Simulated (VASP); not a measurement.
# Al2Au (Fm-3m) in VASP: notebook

Al2Au is run at these levels: PBE, r2SCAN; tasks: electric field gradients.

All numbers are computed with VASP 6.6.1; they aren't measurements. Logs are shortened: lines on timing, memory, paths and dates and some standing lists are left out, and cuts for length are marked.

**1. The cell of the first run**

It takes space group Fm-3m (No. 225, cubic). The conventional cell has a = 6.000 Å, b = 6.000 Å, c = 6.000 Å, α = 90.00°, β = 90.00°, γ = 90.00°. Within 3.4 Å of Al (site symmetry -43m) lie 4 Au at 2.60 Å and 6 Al at 3.00 Å. Within 3.4 Å of Au (site symmetry m-3m) lie 8 Al at 2.60 Å.

**2. Electric field gradients, PBE**

INCAR

```
SYSTEM = Al2Au
PREC = Accurate
ENCUT = 400
EDIFF = 1E-8
ISMEAR = -1
SIGMA = 0.05
LREAL = .FALSE.
LASPH = .TRUE.
NELM = 120
ALGO = Normal
ISIF = 2
LWAVE = .FALSE.
LCHARG = .FALSE.
GGA = PE
LEFG = .TRUE.
NBANDS = 16
GGA_COMPAT = .FALSE.
```

KPOINTS

```
Automatic mesh
0
G
  10 10 10
  0 0 0
```

POSCAR

```
Al2Au
1.0
    0.0000000000      3.0000000000      3.0000000000
    3.0000000000      0.0000000000      3.0000000000
    3.0000000000      3.0000000000      0.0000000000
Al Au
2 1
Direct
    0.2500000000      0.2500000000      0.2500000000
    0.7500000000      0.7500000000      0.7500000000
    0.0000000000      0.0000000000      0.0000000000
```

Potentials or basis: VASP PAW PBE potentials, release 64 (Al, Au).

The run is started by

```console
> cat potpaw_PBE.64/Al/POTCAR potpaw_PBE.64/Au/POTCAR > POTCAR
> mpirun -np 1 vasp_std > vasp.out
```

OUTCAR:

```text
SYSTEM = Al2Au
   PREC = Accurate
   ENCUT = 400
   EDIFF = 1E-8
   ISMEAR = -1
   LREAL = .FALSE.
   LASPH = .TRUE.
   NELM = 120
   ISIF = 2
   GGA = PE

 ion  position               nearest neighbor table
   1  0.250  0.250  0.250-   3 2.60   3 2.60   3 2.60   3 2.60   2 3.00   2 3.00   2 3.00   2 3.00
                             2 3.00   2 3.00
   2  0.750  0.750  0.750-   3 2.60   3 2.60   3 2.60   3 2.60   1 3.00   1 3.00   1 3.00   1 3.00
                             1 3.00   1 3.00
   3  0.000  0.000  0.000-   2 2.60   2 2.60   2 2.60   1 2.60   2 2.60   1 2.60   1 2.60   1 2.60

  LATTYP: Found a face centered cubic cell.
 ALAT       =     6.0000000000

  Lattice vectors:

 A1 = (   0.0000000000,   3.0000000000,   3.0000000000)
 A2 = (   3.0000000000,   0.0000000000,   3.0000000000)
 A3 = (   3.0000000000,   3.0000000000,   0.0000000000)

Analysis of symmetry for initial positions (statically):
=====================================================================
 Subroutine PRICEL returns:
 Original cell was already a primitive cell.

 Routine SETGRP: Setting up the symmetry group for a
 face centered cubic supercell.

 Subroutine GETGRP returns: Found 48 space group operations
 (whereof 48 operations were pure point group operations)
 out of a pool of 48 trial point group operations.

The static configuration has the point symmetry O_h .

Analysis of symmetry for dynamics (positions and initial velocities):
=====================================================================
 Subroutine PRICEL returns:
 Original cell was already a primitive cell.

 Routine SETGRP: Setting up the symmetry group for a
 face centered cubic supercell.

 Subroutine GETGRP returns: Found 48 space group operations
 (whereof 48 operations were pure point group operations)
 out of a pool of 48 trial point group operations.

The dynamic configuration has the point symmetry O_h .

 Subroutine INISYM returns: Found 48 space group operations
 (whereof 48 operations are pure point group operations),
 and found     1 'primitive' translations

----------------------------------------------------------------------------------------

                                     Primitive cell

  volume of cell :      54.0000

  direct lattice vectors                    reciprocal lattice vectors
[... 129 lines left out ...]
  ---------------------------------------------------
  ext. energy  EPLUGINS =         0.00000000
  ---------------------------------------------------
  free energy    TOTEN  =       -12.01151105 eV

  energy without entropy =      -12.00531873  energy(sigma->0) =      -12.00841489

 E-fermi :   7.7811     XC(G=0): -10.5262

 val. band max:        7.7420851720   @ k =  -0.2000   0.1000   0.0000
 cond. band min:       7.8298018396   @ k =   0.5000   0.1000   0.0000
 fundamental gap:      0.0877166676
 Fermi energy:         7.7811146602

 k-point     1 :       0.0000    0.0000    0.0000
  band No.  band energies     occupation
      1      -2.7553      2.00000
      2       1.1985      2.00000
      3       1.1985      2.00000
      4       1.1985      2.00000
      5       2.1564      2.00000
      6       2.1564      2.00000
[... 433 lines left out ...]
      3       1.5879      2.00000
      4       1.7564      2.00000
      5       1.9517      2.00000
      6       2.3834      2.00000
[... 8 lines left out ...]
     15      16.8202      0.00000
     16      18.3283      0.00000

 [... further k-points ...]
[... 5 lines left out ...]
  --------------------------------------------------------------------------------------
  -------------------------------------------------------------------------------------
  Total        1.0863332      1.0863332      1.0863332      0.0000000      0.0000000      0.0000000
  in kB       32.2314526     32.2314526     32.2314526      0.0000000      0.0000000      0.0000000
  external PRESSURE =      32.2314526 kB  Pullay stress =       0.0000000 kB

 VOLUME and BASIS-vectors are now :
 -----------------------------------------------------------------------------
  energy-cutoff  :      400.00
  volume of cell :       54.00
      direct lattice vectors                 reciprocal lattice vectors
     0.000000000  3.000000000  3.000000000    -0.166666667  0.166666667  0.166666667
     3.000000000  0.000000000  3.000000000     0.166666667 -0.166666667  0.166666667
     3.000000000  3.000000000  0.000000000     0.166666667  0.166666667 -0.166666667

 POSITION                                       TOTAL-FORCE (eV/Angst)
 -----------------------------------------------------------------------------------
      1.50000      1.50000      1.50000         0.000000      0.000000     -0.000000
      4.50000      4.50000      4.50000        -0.000000     -0.000000     -0.000000
      0.00000      0.00000      0.00000         0.000000      0.000000      0.000000
 -----------------------------------------------------------------------------------
    total drift:                               -0.000000     -0.000000      0.000000

  FREE ENERGIE OF THE ION-ELECTRON SYSTEM (eV)
  ---------------------------------------------------
  free  energy   TOTEN  =       -12.0115110499 eV

  energy  without entropy=      -12.0053187257  energy(sigma->0) =      -12.00841489

 Electric field gradients (V/A^2)
---------------------------------------------------------------------
 ion       V_xx      V_yy      V_zz      V_xy      V_xz      V_yz
---------------------------------------------------------------------
   1      -0.000     0.000     0.000     0.000     0.000     0.000
   2      -0.000     0.000     0.000     0.000     0.000     0.000
   3       0.000    -0.000     0.000    -0.001    -0.001    -0.001
---------------------------------------------------------------------

 Electric field gradients after diagonalization (V/A^2)
 (convention: |V_zz| > |V_xx| > |V_yy|)
----------------------------------------------------------------------
 ion       V_xx      V_yy      V_zz     asymmetry (V_yy - V_xx)/ V_zz
----------------------------------------------------------------------
   1      -0.000    -0.000     0.000       0.000
   2      -0.000    -0.000     0.000       0.000
   3       0.001     0.001    -0.001       0.000
----------------------------------------------------------------------

           NMR quadrupolar parameters

 Cq : quadrupolar parameter    Cq=e*Q*V_zz/h
 eta: asymmetry parameters     (V_yy - V_xx)/ V_zz
 Q  : nuclear electric quadrupole moment in mb (millibarn)
----------------------------------------------------------------------
 ion       Cq(MHz)       eta       Q (mb)
----------------------------------------------------------------------
   1       0.000       0.000       1.000
   2       0.000       0.000       1.000
   3      -0.000       0.000       1.000
----------------------------------------------------------------------
```

stdout:

```text
POSCAR found type information on POSCAR AlAu
 POSCAR found :  2 types and       3 ions
 scaLAPACK will be used
 LDA part: xc-table for (Slater+PW92), standard interpolation
 POSCAR, INCAR and KPOINTS ok, starting setup
 FFT: planning ... GRIDC
 FFT: planning ... GRID_SOFT
 FFT: planning ... GRID
 WAVECAR not read
 entering main loop
ion   1

ion   2

ion   3
```

It took 49 s on 1 thread of Intel Xeon 8259CL, shared host; peak memory 0.17 GiB.

Results:

```yaml
Free_energy: -12.0115 eV
Pressure: 3.2 GPa
```

Caveat: without QUAD_EFG the Cq values of the log hold for a quadrupole moment of 1 mb, not for the nuclei; spin-orbit coupling is left out, which moves the levels of the heavy elements.

(Continued in part 2 of 2.)
